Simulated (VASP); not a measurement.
Wanted: the native input for a VASP 6.6.1 run.

```
Task                   : single point
Functional             : PBE
Potentials or basis    : VASP PAW PBE potentials, release 64 (Hg)
Cutoff                 : 520 eV
k mesh                 : 10 × 10 × 10
Occupations            : gaussian, width 0.6 eV
Spin                   : no spin polarisation
Dipole correction      : no
Further INCAR settings : ALGO = Normal; EDIFF = 1e-06; NBANDS = 12
```

The structure of Hg lies in POSCAR:

```
Hg
1.0
    2.0783995336      1.1999645302      1.9747385792
   -2.0783995336      1.1999645302      1.9747385792
    0.0000000000     -2.3999290604      1.9747385791
Hg
1
Direct
    0.0000000000      1.0000000000      0.0000000000
```

One way to write it, as run:

INCAR

```
PREC     = Accurate       # precision mode
ENCUT    = 520            # plane-wave cutoff, eV
EDIFF    = 1E-6           # SCF threshold, eV
ISMEAR   = 0              # smearing method
SIGMA    = 0.6            # smearing width, eV
LREAL    = F              # projectors in reciprocal space
LASPH    = T              # aspherical terms in the spheres
NELM     = 100            # most SCF steps
ALGO     = Normal         # electronic algorithm
ISIF     = 2              # what is computed and relaxed
LWAVE    = F              # write WAVECAR
LCHARG   = F              # write CHGCAR
GGA      = PE             # functional
NBANDS   = 12             # bands
```

KPOINTS

```
Automatic mesh
0
Gamma
  10 10 10
```

Potentials or basis: VASP PAW PBE potentials, release 64 (Hg).

The run is started by

```console
$ cat potpaw_PBE.64/Hg/POTCAR > POTCAR
$ mpirun -np 1 vasp_std > vasp.out
```

Results of the run:

```json
{
 "Pressure": "0.1 GPa",
 "Band gap on the k mesh": "zero (band 6 reaches 4.26 eV, above the bottom of band 7 at 0.01 eV)"
}
```

Caveat: spin-orbit coupling is left out, which moves the levels of the heavy elements.

It took 25 s on 1 thread of Intel Xeon 8259CL, with other jobs on the host, peak memory 0.16 GiB.
